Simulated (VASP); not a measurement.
# Mg8HO8 (a cell with a defect) in VASP: further runs

Runs on Mg8HO8 (a cell with a defect). Level: LDA. Tasks: relaxation of the atoms.

Program: VASP 6.6.1. These are calculated values, not measurements. Logs are shortened: lines on timing, memory, paths and dates and some standing lists are left out, and cuts for length are marked.

**1. The cell of the first run**

The cell holds a defect, 17 atoms: a = 6.080 Å, b = 6.080 Å, c = 6.080 Å, α = 60.00°, β = 60.00°, γ = 60.00°.

**2. Relaxation of the atoms, LDA**

INCAR

```
SYSTEM = Mg8HO8
PREC     = Accurate       ! precision mode
ENCUT    = 520            ! plane-wave cutoff, eV
EDIFF    = 1E-7           ! SCF threshold, eV
ISMEAR   = -1             ! smearing method
SIGMA    = 0.02           ! smearing width, eV
LREAL    = Auto         
LASPH    = .True.         ! aspherical terms in the spheres
NELM     = 60             ! most SCF steps
ALGO     = Normal         ! electronic algorithm
ISIF     = 2              ! what is computed and relaxed
LWAVE    = .False.        ! write WAVECAR
LCHARG   = .False.        ! write CHGCAR
GGA      = CA             ! functional
IBRION   = 2              ! ionic algorithm
NSW      = 80             ! ionic steps
EDIFFG   = -0.03          ! ionic threshold
NELECT   = 64.0
```

KPOINTS

```
Automatic mesh
0
Gamma
  2 2 2
  0 0 0
```

POSCAR

```
Mg8HO8
1.0
    0.0000000000      4.2993000000      4.2993000000
    4.2993000000      0.0000000000      4.2993000000
    4.2993000000      4.2993000000      0.0000000000
Mg O H
8 8 1
Direct
    0.0000000000      0.0000000000      0.0000000000
    0.0000000000      0.0000000000      0.5000000000
    0.0000000000      0.5000000000      0.0000000000
    0.0000000000      0.5000000000      0.5000000000
    0.5000000000      0.0000000000      0.0000000000
    0.5000000000      0.0000000000      0.5000000000
    0.5000000000      0.5000000000      0.0000000000
    0.5000000000      0.5000000000      0.5000000000
    0.2500000000      0.2500000000      0.2500000000
    0.2500000000      0.2500000000      0.7500000000
    0.2500000000      0.7500000000      0.2500000000
    0.2500000000      0.7500000000      0.7500000000
    0.7500000000      0.2500000000      0.2500000000
    0.7500000000      0.2500000000      0.7500000000
    0.7500000000      0.7500000000      0.2500000000
    0.7500000000      0.7500000000      0.7500000000
    0.1283864000      0.6300165000      0.1158859000
```

Potentials or basis: VASP PAW LDA potentials, release 64 (Mg, O, H).

The run is started by

```bash
$ cat potpaw_LDA.64/Mg/POTCAR potpaw_LDA.64/O/POTCAR potpaw_LDA.64/H/POTCAR > POTCAR
$ mpirun -np 1 vasp_std > vasp.out
```

OUTCAR:

```text
SYSTEM = Mg8HO8
   PREC = Accurate
   ENCUT = 520
   EDIFF = 1E-7
   ISMEAR = -1
   LREAL = Auto
   LASPH = .True.
   NELM = 60
   ISIF = 2
   GGA = CA
   IBRION = 2
   NSW = 80
   EDIFFG = -0.03
   NELECT = 64.0

 ion  position               nearest neighbor table
   1  0.000  0.000  0.000-  17 1.84  11 2.15  12 2.15  13 2.15  14 2.15  15 2.15  10 2.15   3 3.04
                             5 3.04   2 3.04   2 3.04   4 3.04   6 3.04   3 3.04   4 3.04   7 3.04
   2  0.000  0.000  0.500-   9 2.15  11 2.15  12 2.15  13 2.15  14 2.15  16 2.15   1 3.04   4 3.04
                             6 3.04   1 3.04   3 3.04   5 3.04   3 3.04   4 3.04   8 3.04   5 3.04
   3  0.000  0.500  0.000-  17 1.86  10 2.15  12 2.15  13 2.15  15 2.15  16 2.15   9 2.15   4 3.04
                             7 3.04   1 3.04   2 3.04   4 3.04   8 3.04   1 3.04   2 3.04   5 3.04
   4  0.000  0.500  0.500-  17 1.91  10 2.15  11 2.15  14 2.15  15 2.15  16 2.15   9 2.15   3 3.04
                             8 3.04   2 3.04   1 3.04   3 3.04   7 3.04   1 3.04   2 3.04   6 3.04
   5  0.500  0.000  0.000-   9 2.15  10 2.15  11 2.15  14 2.15  15 2.15  16 2.15   1 3.04   6 3.04
                             7 3.04   2 3.04   6 3.04   8 3.04   3 3.04   7 3.04   8 3.04   1 3.04
   6  0.500  0.000  0.500-   9 2.15  10 2.15  12 2.15  13 2.15  15 2.15  16 2.15   2 3.04   5 3.04
                             8 3.04   1 3.04   5 3.04   7 3.04   4 3.04   7 3.04   8 3.04   1 3.04
   7  0.500  0.500  0.000-  17 1.85  11 2.15  12 2.15  13 2.15  14 2.15  16 2.15   9 2.15   5 3.04
                             8 3.04   3 3.04   4 3.04   6 3.04   8 3.04   1 3.04   5 3.04   6 3.04
   8  0.500  0.500  0.500-  10 2.15  11 2.15  12 2.15  13 2.15  14 2.15  15 2.15   4 3.04   6 3.04
                             7 3.04   3 3.04   5 3.04   7 3.04   2 3.04   5 3.04   6 3.04   2 3.04
   9  0.250  0.250  0.250-   2 2.15   3 2.15   4 2.15   5 2.15   6 2.15   7 2.15
  10  0.250  0.250  0.750-   1 2.15   3 2.15   4 2.15   5 2.15   6 2.15   8 2.15
  11  0.250  0.750  0.250-   1 2.15   2 2.15   4 2.15   5 2.15   7 2.15   8 2.15
  12  0.250  0.750  0.750-   1 2.15   2 2.15   3 2.15   6 2.15   7 2.15   8 2.15
  13  0.750  0.250  0.250-   1 2.15   2 2.15   3 2.15   6 2.15   7 2.15   8 2.15
  14  0.750  0.250  0.750-   1 2.15   2 2.15   4 2.15   5 2.15   7 2.15   8 2.15
  15  0.750  0.750  0.250-   1 2.15   3 2.15   4 2.15   5 2.15   6 2.15   8 2.15
  16  0.750  0.750  0.750-   2 2.15   3 2.15   4 2.15   5 2.15   6 2.15   7 2.15
  17  0.128  0.630  0.116-   1 1.84   7 1.85   3 1.86   4 1.91

  LATTYP: Found a face centered cubic cell.
 ALAT       =     8.5986000000

  Lattice vectors:

 A1 = (   0.0000000000,   4.2993000000,   4.2993000000)
 A2 = (   4.2993000000,   0.0000000000,   4.2993000000)
 A3 = (   4.2993000000,   4.2993000000,   0.0000000000)

Analysis of symmetry for initial positions (statically):
=====================================================================
 Subroutine PRICEL returns:
 Original cell was already a primitive cell.

 Routine SETGRP: Setting up the symmetry group for a
 face centered cubic supercell.

 Subroutine GETGRP returns: Found  1 space group operations
 (whereof  1 operations were pure point group operations)
 out of a pool of 48 trial point group operations.

The static configuration has the point symmetry C_1 .

Analysis of symmetry for dynamics (positions and initial velocities):
[... 144 lines left out ...]
     AMIX_MAG =   1.60;   BMIX_MAG =  1.00
  volume/ion in A,a.u.               =       9.35        63.09
  Fermi-wavevector in a.u.,A,eV,Ry     =   1.208909  2.284507 19.884395  1.461462
  Thomas-Fermi vector in A             =   2.344503
   LORBIT       =      0    0 simple, 1 ext, 2 COOP (PROOUT), +10 PAW based schemes
   GGA     = CA    functional components
   LHFCALC =     F    Hartree Fock is set to
   AEXX    =    0.0000 exact exchange contribution
   IVDW    =     0    specifies the selected vdW correction
   LEPSILON=     F    determine dielectric tensor
   LRPA    =     F    only Hartree local field effects (RPA)
 conjugate gradient relaxation of ions
 non-spin polarized calculation
  energy-cutoff  :      520.00
  volume of cell :      158.94
 maximum number of plane-waves:      4314
 NGX is ok and might be reduce to    48
   NGX = 23   NGY = 23   NGZ = 23

--------------------------------------- Ionic step        1  -------------------------------------------

 number of electron      63.9999991 magnetization

 Free energy of the ion-electron system (eV)
  ---------------------------------------------------
  ext. energy  EPLUGINS =         0.00000000
  ---------------------------------------------------
  free energy    TOTEN  =      -111.47261963 eV

  energy without entropy =     -111.47261951  energy(sigma->0) =     -111.47261957

------------------------ aborting loop because EDIFF is reached ----------------------------------------

  FORCE on cell =-STRESS in cart. coord.  units (eV):
  Direction    XX          YY          ZZ          XY          YZ          ZX
  --------------------------------------------------------------------------------------
  -------------------------------------------------------------------------------------
  Total      -20.9972730    -20.9986250    -21.0019245     -0.5042513      0.2410015      0.3412362
  in kB     -211.6655747   -211.6792029   -211.7124643     -5.0831667      2.4294455      3.4398730
  external PRESSURE =    -211.6857473 kB  Pullay stress =       0.0000000 kB
[... 134 lines left out ...]
  FREE ENERGIE OF THE ION-ELECTRON SYSTEM (eV)
  ---------------------------------------------------
  free  energy   TOTEN  =      -112.1765836344 eV

  energy  without entropy=     -112.1765836344  energy(sigma->0) =     -112.17658363

[... ionic steps 4 to 46 ...]

--------------------------------------- Ionic step       47  -------------------------------------------

 number of electron      64.0000002 magnetization

------------------------ aborting loop because EDIFF is reached ----------------------------------------
[... 97 lines left out ...]
--------------------------------------- Ionic step       49  -------------------------------------------

 number of electron      64.0000003 magnetization

 Free energy of the ion-electron system (eV)
  ---------------------------------------------------
  ext. energy  EPLUGINS =         0.00000000
  ---------------------------------------------------
  free energy    TOTEN  =      -113.56828700 eV

  energy without entropy =     -113.56828700  energy(sigma->0) =     -113.56828700

 E-fermi :   3.0651     XC(G=0): -11.2807

 val. band max:        2.5596024894   @ k =   0.0000   0.0000   0.0000
 cond. band min:       6.2132189847   @ k =   0.0000   0.0000   0.0000
 fundamental gap:      3.6536164953
 Fermi energy:         3.0651420803

 k-point     1 :       0.0000    0.0000    0.0000
  band No.  band energies     occupation
      1     -16.6707      2.00000
      2     -14.0071      2.00000
      3     -13.1490      2.00000
      4     -12.7455      2.00000
      5     -12.7442      2.00000
      6     -12.7428      2.00000
[... 385 lines left out ...]
  FREE ENERGIE OF THE ION-ELECTRON SYSTEM (eV)
  ---------------------------------------------------
  free  energy   TOTEN  =      -113.5682869986 eV

  energy  without entropy=     -113.5682869986  energy(sigma->0) =     -113.56828700

 reached required accuracy - stopping structural energy minimisation
```

OSZICAR:

```text
N       E                     dE             d eps       ncg     rms          rms(c)
DAV:   1     0.326854049633E+03    0.32685E+03   -0.31854E+04   664   0.142E+03
DAV:   2    -0.969380677926E+02   -0.42379E+03   -0.41285E+03   865   0.291E+02
DAV:   3    -0.122074467539E+03   -0.25136E+02   -0.25018E+02   796   0.774E+01
[... 520 lines left out ...]
DAV:   3    -0.113568296268E+03    0.15704E-04   -0.19553E-05   759   0.298E-02    0.176E-02
DAV:   4    -0.113568287829E+03    0.84394E-05   -0.41177E-05   790   0.372E-02    0.712E-03
DAV:   5    -0.113568287163E+03    0.66594E-06   -0.64736E-06   784   0.174E-02    0.386E-03
DAV:   6    -0.113568287065E+03    0.98405E-07   -0.31053E-06   798   0.110E-02    0.218E-03
DAV:   7    -0.113568286999E+03    0.66119E-07   -0.34647E-07   647   0.382E-03
  49 F= -.11356829E+03 E0= -.11356829E+03  d E =-.275400E-03
```

CONTCAR:

```text
Mg8HO8
   1.00000000000000
     0.0000000000000000    4.2992999999999997    4.2992999999999997
     4.2992999999999997    0.0000000000000000    4.2992999999999997
     4.2992999999999997    4.2992999999999997    0.0000000000000000
  Mg              O               H
     8     8     1
Direct
     0.9792071522400116    0.0236622328734859    0.0179910095452759
     0.9880827314640452    0.0007498554527293    0.5105336732931107
     0.9791531031857498    0.4793544890368762    0.0182186694547188
     0.9991622853853867    0.4992605490736665    0.5024006333002042
     0.4962968021866629    0.9965466029866568    0.0107223017009165
     0.5006771520888490    0.0007636000160190    0.5104475407881164
[... 9 lines left out ...]
     0.7476422145454878    0.7436562819306064    0.7611406332543438
     0.1826952913954022    0.6816899491107300    0.9538627775752317

  0.00000000E+00  0.00000000E+00  0.00000000E+00
  0.00000000E+00  0.00000000E+00  0.00000000E+00
  0.00000000E+00  0.00000000E+00  0.00000000E+00
  0.00000000E+00  0.00000000E+00  0.00000000E+00
  0.00000000E+00  0.00000000E+00  0.00000000E+00
  0.00000000E+00  0.00000000E+00  0.00000000E+00
[... 9 lines left out ...]
  0.00000000E+00  0.00000000E+00  0.00000000E+00
  0.00000000E+00  0.00000000E+00  0.00000000E+00
```

It took 29 min on 1 thread of Intel Xeon 6975P-C (Granite Rapids), shared host; peak memory 0.28 GiB.

What came out:

| Quantity | Value |
| --- | --- |
| Free energy | -113.5683 eV |
| Energy gained by relaxing | 123.3 meV/atom |
| Ionic steps | 49 |
| Largest force after relaxing | 0.021 eV/Å |

Forces in eV/Å, atoms in the order of the input:
```
Mg  -0.004  0.015 -0.014
Mg  -0.001 -0.006  0.000
Mg   0.008  0.008 -0.001
Mg  -0.005 -0.007  0.013
Mg   0.004  0.004  0.001
Mg   0.000  0.001  0.007
Mg   0.014 -0.004 -0.013
Mg  -0.008  0.000  0.000
O    0.001  0.002 -0.003
O    0.003 -0.005  0.000
O   -0.003 -0.002 -0.003
O   -0.004 -0.002  0.001
O   -0.001 -0.002  0.003
O    0.004  0.002  0.005
O   -0.002  0.002  0.000
O   -0.008  0.001  0.000
H    0.000 -0.007  0.004
```

The path:
| step | energy change (eV) | largest force (eV/Å) | pressure (GPa) |
| --- | --- | --- | --- |
| 1 | 0.0000 | 2.5068 | -21.17 |
| 3 | -0.7040 | 0.7400 | -21.39 |
| 5 | -0.7727 | 0.2760 | -21.32 |
| 7 | -0.8394 | 0.9264 | -20.97 |
| 9 | -0.8966 | 5.1657 | -14.34 |
| 11 | -1.2158 | 1.8335 | -17.49 |
| 13 | -1.2188 | 1.7396 | -17.38 |
| 15 | -1.2234 | 1.5760 | -17.20 |
| 17 | -1.2440 | 1.5580 | -17.24 |
| 19 | -1.3225 | 1.4777 | -17.41 |
| 21 | -1.5765 | 1.0137 | -17.87 |
| 23 | -1.7683 | 2.0293 | -17.80 |
| 25 | -1.8674 | 1.2523 | -18.91 |
| 27 | -1.9221 | 0.3865 | -18.83 |
| 29 | -1.9734 | 0.6743 | -18.77 |
| 31 | -1.9853 | 0.9487 | -18.65 |
| 33 | -2.0128 | 0.5429 | -19.14 |
| 35 | -2.0535 | 0.2788 | -19.25 |
| 37 | -2.0623 | 0.2980 | -19.27 |
| 39 | -2.0853 | 0.2874 | -19.12 |
| 41 | -2.0895 | 0.3057 | -19.26 |
| 43 | -2.0945 | 0.0785 | -19.17 |
| 45 | -2.0952 | 0.1031 | -19.15 |
| 47 | -2.0954 | 0.0465 | -19.18 |
| 49 | -2.0957 | 0.0213 | -19.18 |

Final structure:
```
CELL_PARAMETERS angstrom
0.00000 4.29930 4.29930
4.29930 0.00000 4.29930
4.29930 4.29930 0.00000
ATOMIC_POSITIONS crystal
Mg 0.97921 0.02366 0.01799
Mg 0.98808 0.00075 0.51053
Mg 0.97915 0.47935 0.01822
Mg 0.99916 0.49926 0.50240
Mg 0.49630 0.99655 0.01072
Mg 0.50068 0.00076 0.51045
Mg 0.52390 0.47913 0.01810
Mg 0.50057 0.48839 0.51051
O 0.24720 0.25324 0.25256
O 0.24352 0.24783 0.76098
O 0.24716 0.74736 0.25295
O 0.24874 0.74907 0.75356
O 0.74405 0.24404 0.26805
O 0.74776 0.24785 0.76090
O 0.75257 0.74744 0.25296
O 0.74764 0.74366 0.76114
H 0.18270 0.68169 0.95386
```

Caveat: the k points lie up to 0.63 Å⁻¹ apart; the cell carries a net charge on a neutralising background, which shifts energy and pressure; the cell is charged against a uniform background, so pressure and absolute levels hang on convention.

[end of part 1 of 2]
